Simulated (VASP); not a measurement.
# Ge5I3 (P6/mmm) in VASP: further runs

Ge5I3 is run at these levels: PBE; tasks: single point.

All numbers are computed with VASP 6.6.1; they aren't measurements. Logs are shortened: lines on timing, memory, paths and dates and some standing lists are left out, and cuts for length are marked.

## (1) The cell of the first run

The structure is hexagonal, space group P6/mmm (No. 191). Conventional cell: a = 6.711 Å, b = 6.711 Å, c = 5.892 Å, α = 90.00°, β = 90.00°, γ = 120.00°. Within 3.9 Å of Ge (site symmetry mmm) lie 2 I at 2.95 Å and 8 Ge at 3.36 to 3.58 Å. Ge (site symmetry 6mm) has 8 Ge at 2.48 to 3.58 Å within 3.6 Å. I (site symmetry mmm) has 6 Ge at 2.95 to 3.76 Å and 4 I at 3.36 Å within 3.9 Å.

The cell was generated, and may not be a known phase.

## (2) Single point, PBE

File INCAR:

```
PREC = Accurate ; ENCUT = 520
EDIFF = 1E-6 ; ISMEAR = 0
SIGMA = 0.1 ; LREAL = False
LASPH = True ; NELM = 100
ALGO = Normal ; ISIF = 2
LWAVE = False ; LCHARG = False
GGA = PE ; NBANDS = 56
```

File KPOINTS:

```
Automatic mesh
0
Gamma
  9 9 6
```

File POSCAR:

```
Ge5I3
1.0
    6.7108910248      0.0000000000      0.0000000000
   -3.3554455124      5.8118021095      0.0000000000
    0.0000000000      0.0000000000      5.8921170190
Ge I
5 3
Direct
    0.5000000000      0.0000000000      0.5000000000
    0.0000000000      0.5000000000      0.5000000000
    0.5000000000      0.5000000000      0.5000000000
    0.0000000000      0.0000000000      0.7105813238
    0.0000000000      0.0000000000      0.2894186762
    0.5000000000      0.0000000000      0.0000000000
    0.0000000000      0.5000000000      0.0000000000
    0.5000000000      0.5000000000      0.0000000000
```

Potentials or basis: VASP PAW PBE potentials, release 64 (Ge_d, I).

Started as:

```
cat potpaw_PBE.64/Ge_d/POTCAR potpaw_PBE.64/I/POTCAR > POTCAR
mpirun -np 1 vasp_std > vasp.out
```

OUTCAR:

```text
PREC = Accurate
   ENCUT = 520
   EDIFF = 1E-6
   ISMEAR = 0
   LREAL = False
   LASPH = True
   NELM = 100
   ISIF = 2
   GGA = PE

 ion  position               nearest neighbor table
   1  0.500  0.000  0.500-   6 2.95   6 2.95
   2  0.000  0.500  0.500-   7 2.95   7 2.95
   3  0.500  0.500  0.500-   8 2.95   8 2.95
   4  0.000  0.000  0.711-   5 2.48
   5  0.000  0.000  0.289-   4 2.48
   6  0.500  0.000  0.000-   1 2.95   1 2.95   8 3.36   7 3.36   8 3.36   7 3.36
   7  0.000  0.500  0.000-   2 2.95   2 2.95   6 3.36   6 3.36   8 3.36   8 3.36
   8  0.500  0.500  0.000-   3 2.95   3 2.95   6 3.36   6 3.36   7 3.36   7 3.36

  LATTYP: Found a hexagonal cell.
 ALAT       =     6.7108910248
 C/A-ratio  =     0.8779932497

  Lattice vectors:

 A1 = (   6.7108910248,   0.0000000000,   0.0000000000)
 A2 = (  -3.3554455124,   5.8118021095,   0.0000000000)
 A3 = (   0.0000000000,   0.0000000000,   5.8921170190)

Analysis of symmetry for initial positions (statically):
=====================================================================
 Subroutine PRICEL returns:
 Original cell was already a primitive cell.

 Routine SETGRP: Setting up the symmetry group for a
 hexagonal supercell.

 Subroutine GETGRP returns: Found 24 space group operations
 (whereof 24 operations were pure point group operations)
 out of a pool of 24 trial point group operations.

The static configuration has the point symmetry D_6h.

Analysis of symmetry for dynamics (positions and initial velocities):
=====================================================================
 Subroutine PRICEL returns:
 Original cell was already a primitive cell.

 Routine SETGRP: Setting up the symmetry group for a
 hexagonal supercell.

 Subroutine GETGRP returns: Found 24 space group operations
 (whereof 24 operations were pure point group operations)
 out of a pool of 24 trial point group operations.

The dynamic configuration has the point symmetry D_6h.

 Subroutine INISYM returns: Found 24 space group operations
 (whereof 24 operations are pure point group operations),
 and found     1 'primitive' translations

----------------------------------------------------------------------------------------

                                     Primitive cell

  volume of cell :     229.8065

  direct lattice vectors                    reciprocal lattice vectors
     6.710891025  0.000000000  0.000000000     0.149011509  0.086031835  0.000000000
    -3.355445512  5.811802110  0.000000000     0.000000000  0.172063670  0.000000000
     0.000000000  0.000000000  5.892117019     0.000000000  0.000000000  0.169718286

  length of vectors
     6.710891025  6.710891025  5.892117019     0.172063670  0.172063670  0.169718286

  position of ions in fractional coordinates (direct lattice)
     0.500000000  0.000000000  0.500000000
     0.000000000  0.500000000  0.500000000
     0.500000000  0.500000000  0.500000000
     0.000000000  0.000000000  0.710581324
     0.000000000  0.000000000  0.289418676
     0.500000000  0.000000000  0.000000000
     0.000000000  0.500000000  0.000000000
     0.500000000  0.500000000  0.000000000

  ion indices of the primitive-cell ions
   primitive index   ion index
                 1           1
                 2           2
                 3           3
                 4           4
                 5           5
                 6           6
                 7           7
                 8           8

----------------------------------------------------------------------------------------

 KPOINTS: Automatic mesh

Automatic generation of k-mesh.
 Grid dimensions read from file:
 generate k-points for:    9    9    6

 Generating k-lattice:

  Cartesian coordinates                     Fractional coordinates (reciprocal lattice)
     0.016556834  0.009559093  0.000000000     0.111111111  0.000000000  0.000000000
     0.000000000  0.019118186  0.000000000     0.000000000  0.111111111  0.000000000
     0.000000000  0.000000000  0.028286381     0.000000000  0.000000000  0.166666667

  Length of vectors
     0.019118186  0.019118186  0.028286381

  Shift w.r.t. Gamma in fractional coordinates (k-lattice)
     0.000000000  0.000000000  0.000000000

 Subroutine IBZKPT returns following result:
 ===========================================

 Found     48 irreducible k-points:

 Following reciprocal coordinates:
            Coordinates               Weight
  0.000000  0.000000  0.000000      1.000000
  0.111111 -0.000000  0.000000      6.000000
  0.222222 -0.000000  0.000000      6.000000
  0.333333 -0.000000  0.000000      6.000000
  0.444444 -0.000000  0.000000      6.000000
  0.111111  0.111111  0.000000      6.000000
[... 16 lines left out ...]
  0.333333  0.222222  0.166667     24.000000
  0.333333  0.333333  0.166667      4.000000
 [... further k-points ...]
   k-points           NKPTS =     48   k-points in BZ     NKDIM =     48   number of bands    NBANDS=     56
   number of dos      NEDOS =    301   number of ions     NIONS =      8
   total plane-waves  NPLWV = 120000
   dimension x,y,z NGX =    50 NGY =   50 NGZ =   48
   dimension x,y,z NGXF=   100 NGYF=  100 NGZF=   96
   ions per type =               5   3
   NGX,Y,Z   is equivalent  to a cutoff of  12.39, 12.39, 13.54 a.u.
   NGXF,Y,Z  is equivalent  to a cutoff of  24.77, 24.77, 27.09 a.u.
 SYSTEM =  unknown system
   PREC   = accura    normal or accurate (medium, high low for compatibility)
   ISTART =      0    job   : 0-new  1-cont  2-samecut
   ICHARG =      2    charge: 1-file 2-atom 10-const
   ISPIN  =      1    spin polarized calculation?
   LNONCOLLINEAR =      F non collinear calculations
   LSORBIT =      F    spin-orbit coupling
   LASPH  =      T    aspherical Exc in radial PAW
   ENCUT  =  520.0 eV  38.22 Ry    6.18 a.u.  12.48 12.48 10.96*2*pi/ulx,y,z
   NELM   =    100;   NELMIN=  2; NELMDL= -5     # of ELM steps
   EDIFF  = 0.1E-05   stopping-criterion for ELM
   LREAL  =      F    real-space projection
[... 7 lines left out ...]
   TEBEG  =    0.0;   TEEND  =   0.0 temperature during run
   PSTRESS=    0.0 pullay stress
   NELECT =      91.0000    total number of electrons
   NUPDOWN=      -1.0000    fix difference up-down
   EMIN   =  10.00;   EMAX   =-10.00  energy-range for DOS
   EFERMI =   0.00;   METHOD = LEGACY
   ISMEAR =     0;   SIGMA  =   0.10  broadening in eV -4-tet -1-fermi 0-gaus
   EFERMI_NEDOS =   21; number of points for ismear=-14 and -15
   IALGO  =     38    algorithm
   IMIX   =      4    mixing-type and parameters
     AMIX     =   0.40;   BMIX     =  1.00
     AMIX_MAG =   1.60;   BMIX_MAG =  1.00
  volume/ion in A,a.u.               =      28.73       193.85
  Fermi-wavevector in a.u.,A,eV,Ry     =   1.202175  2.271782 19.663489  1.445226
  Thomas-Fermi vector in A             =   2.337964
   LORBIT       =      0    0 simple, 1 ext, 2 COOP (PROOUT), +10 PAW based schemes
   GGA     = PE    functional components
   LHFCALC =     F    Hartree Fock is set to
   AEXX    =    0.0000 exact exchange contribution
   IVDW    =     0    specifies the selected vdW correction
   LEPSILON=     F    determine dielectric tensor
   LRPA    =     F    only Hartree local field effects (RPA)
 non-spin polarized calculation
 Gauss-broadening in eV      SIGMA  =   0.10
  energy-cutoff  :      520.00
  volume of cell :      229.81
 maximum number of plane-waves:      6228
 NGX is ok and might be reduce to    50
   NGX = 25   NGY = 25   NGZ = 21

 number of electron      91.0000036 magnetization

 Free energy of the ion-electron system (eV)
  ---------------------------------------------------
  ext. energy  EPLUGINS =         0.00000000
  ---------------------------------------------------
  free energy    TOTEN  =       -22.74063661 eV

  energy without entropy =      -22.69778235  energy(sigma->0) =      -22.71920948

 E-fermi :   4.7292     XC(G=0):  -9.5149

 val. band max:        4.7228857672   @ k =   0.3333   0.1111   0.0000
 cond. band min:       4.7363021850   @ k =   0.1111   0.1111   0.3333
 fundamental gap:      0.0134164178
 Fermi energy:         4.7291580990

 k-point     1 :       0.0000    0.0000    0.0000
  band No.  band energies     occupation
      1     -20.1591      2.00000
      2     -20.1512      2.00000
      3     -20.1512      2.00000
      4     -20.1424      2.00000
      5     -20.1424      2.00000
      6     -20.1378      2.00000
[... 48 lines left out ...]
     55       9.6049      0.00000
     56      10.1905      0.00000

 k-point     2 :       0.1111   -0.0000    0.0000
  band No.  band energies     occupation
      1     -20.1588      2.00000
      2     -20.1513      2.00000
      3     -20.1511      2.00000
      4     -20.1424      2.00000
      5     -20.1423      2.00000
      6     -20.1380      2.00000
[... 48 lines left out ...]
     55       9.5168      0.00000
     56      10.1816      0.00000

 k-point     3 :       0.2222   -0.0000    0.0000
  band No.  band energies     occupation
      1     -20.1581      2.00000
      2     -20.1517      2.00000
      3     -20.1509      2.00000
      4     -20.1424      2.00000
      5     -20.1419      2.00000
      6     -20.1383      2.00000
[... 1172 lines left out ...]
 k-point    23 :       0.3333    0.2222    0.1667
  band No.  band energies     occupation
      1     -20.1556      2.00000
      2     -20.1536      2.00000
      3     -20.1501      2.00000
      4     -20.1423      2.00000
      5     -20.1407      2.00000
      6     -20.1398      2.00000
[... 48 lines left out ...]
     55       8.5078      0.00000
     56       9.1133      0.00000

 k-point    24 :       0.3333    0.3333    0.1667
  band No.  band energies     occupation
      1     -20.1546      2.00000
      2     -20.1546      2.00000
      3     -20.1500      2.00000
      4     -20.1422      2.00000
      5     -20.1403      2.00000
      6     -20.1403      2.00000
[... 48 lines left out ...]
     55       8.4220      0.00000
     56       9.0628      0.00000

 [... further k-points ...]

------------------------ aborting loop because EDIFF is reached ----------------------------------------

  FORCE on cell =-STRESS in cart. coord.  units (eV):
  Direction    XX          YY          ZZ          XY          YZ          ZX
  --------------------------------------------------------------------------------------
  -------------------------------------------------------------------------------------
  Total       -0.0291954     -0.0291954      0.0163033      0.0000000     -0.0000000      0.0000000
  in kB       -0.2035462     -0.2035462      0.1136644      0.0000000     -0.0000000      0.0000000
  external PRESSURE =      -0.0978093 kB  Pullay stress =       0.0000000 kB

 VOLUME and BASIS-vectors are now :
 -----------------------------------------------------------------------------
  energy-cutoff  :      520.00
  volume of cell :      229.81
      direct lattice vectors                 reciprocal lattice vectors
     6.710891025  0.000000000  0.000000000     0.149011509  0.086031835  0.000000000
    -3.355445512  5.811802110  0.000000000     0.000000000  0.172063670  0.000000000
     0.000000000  0.000000000  5.892117019     0.000000000  0.000000000  0.169718286

 POSITION                                       TOTAL-FORCE (eV/Angst)
 -----------------------------------------------------------------------------------
      3.35545      0.00000      2.94606         0.000000      0.000000      0.000000
     -1.67772      2.90590      2.94606         0.000000      0.000000      0.000000
      1.67772      2.90590      2.94606         0.000000      0.000000      0.000000
      0.00000      0.00000      4.18683        -0.000000      0.000000      0.004316
      0.00000      0.00000      1.70529        -0.000000     -0.000000     -0.004316
      3.35545      0.00000      0.00000         0.000000      0.000000      0.000000
     -1.67772      2.90590      0.00000         0.000000      0.000000      0.000000
      1.67772      2.90590      0.00000         0.000000      0.000000      0.000000
 -----------------------------------------------------------------------------------
    total drift:                                0.000000      0.000000      0.000000

  FREE ENERGIE OF THE ION-ELECTRON SYSTEM (eV)
  ---------------------------------------------------
  free  energy   TOTEN  =       -22.7406366076 eV

  energy  without entropy=      -22.6977823526  energy(sigma->0) =      -22.71920948
```

It took 11 min on 1 thread of Intel Xeon Platinum 8259CL at 2.50GHz (Skylake/Cascade Lake), shared host; peak memory 0.63 GiB.

Results:

```yaml
Free_energy: -22.7406 eV
Pressure: 0.0 GPa
Largest_force: 0.004 eV/Å
Band_gap_on_the_k_mesh: zero (an odd number of electrons rules out a gap without spin polarisation)
```

Forces in eV/Å, atoms in the order of the input:
```
Ge   0.000  0.000  0.000
Ge   0.000  0.000  0.000
Ge   0.000  0.000  0.000
Ge   0.000  0.000  0.004
Ge   0.000  0.000 -0.004
I    0.000  0.000  0.000
I    0.000  0.000  0.000
I    0.000  0.000  0.000
```

Caveat: spin-orbit coupling is left out, which moves the levels of the heavy elements; an odd number of electrons without spin polarisation forces a metal; a magnetic or distorted state may lie lower.

## (3) Single point, PBE

This run uses another cell than the first one, of 29.55 Å³/atom.

File INCAR:

```
SYSTEM = Ge5I3
ALGO = Normal
EDIFF = 1E-6
ENCUT = 520
GGA = PE
ISIF = 2
ISMEAR = 0
LASPH = .True.
LCHARG = .False.
LREAL = .False.
LWAVE = .False.
NBANDS = 56
NELM = 100
PREC = Accurate
SIGMA = 0.1
```

File KPOINTS:

```
k-points
0
Gamma
  9 9 8
  0 0 0
```

File POSCAR:

```
Ge5I3
1.0
    6.9030181348      0.0000000000      0.0000000000
   -3.4515090674      5.9781890675      0.0000000000
    0.0000000000      0.0000000000      5.7282759534
Ge I
5 3
Direct
    0.5000000000      0.0000000000      0.5000000000
    0.0000000000      0.5000000000      0.5000000000
    0.5000000000      0.5000000000      0.5000000000
    0.0000000000      0.0000000000      0.7151735461
    0.0000000000      0.0000000000      0.2848264539
    0.5000000000      0.0000000000      0.0000000000
    0.0000000000      0.5000000000      0.0000000000
    0.5000000000      0.5000000000      0.0000000000
```

Potentials or basis: VASP PAW PBE potentials, release 64 (Ge_d, I).

Started as:

```
cat potpaw_PBE.64/Ge_d/POTCAR potpaw_PBE.64/I/POTCAR > POTCAR
mpirun -np 1 vasp_std > vasp.out
```

It took 14 min on 1 thread of Intel Xeon Platinum 8259CL at 2.50GHz (Skylake/Cascade Lake), shared host; peak memory 0.76 GiB.

Results (log left out):

```yaml
Free_energy: -22.7918 eV
Pressure: 0.0 GPa
Largest_force: 0.004 eV/Å
Band_gap_on_the_k_mesh: zero (an odd number of electrons rules out a gap without spin polarisation)
```

Forces in eV/Å, atoms in the order of the input:
```
Ge   0.000  0.000  0.000
Ge   0.000  0.000  0.000
Ge   0.000  0.000  0.000
Ge   0.000  0.000  0.004
Ge   0.000  0.000 -0.004
I    0.000  0.000  0.000
I    0.000  0.000  0.000
I    0.000  0.000  0.000
```

Levels at points of the mesh, in eV from the Fermi level:
```csv
k point,band 42,band 43,band 44,band 45,band 46,band 47,band 48,band 49,band 50,band 51
"(0.00, 0.00, 0.00)",-1.35,-1.35,-0.76,0.05,0.05,1.25,1.25,2.26,2.26,3.32
"(0.00, 0.00, 0.50)",-0.59,-0.57,0.03,0.13,0.13,1.11,1.53,1.53,2.31,2.31
```

Caveat: spin-orbit coupling is left out, which moves the levels of the heavy elements; an odd number of electrons without spin polarisation forces a metal; a magnetic or distorted state may lie lower.
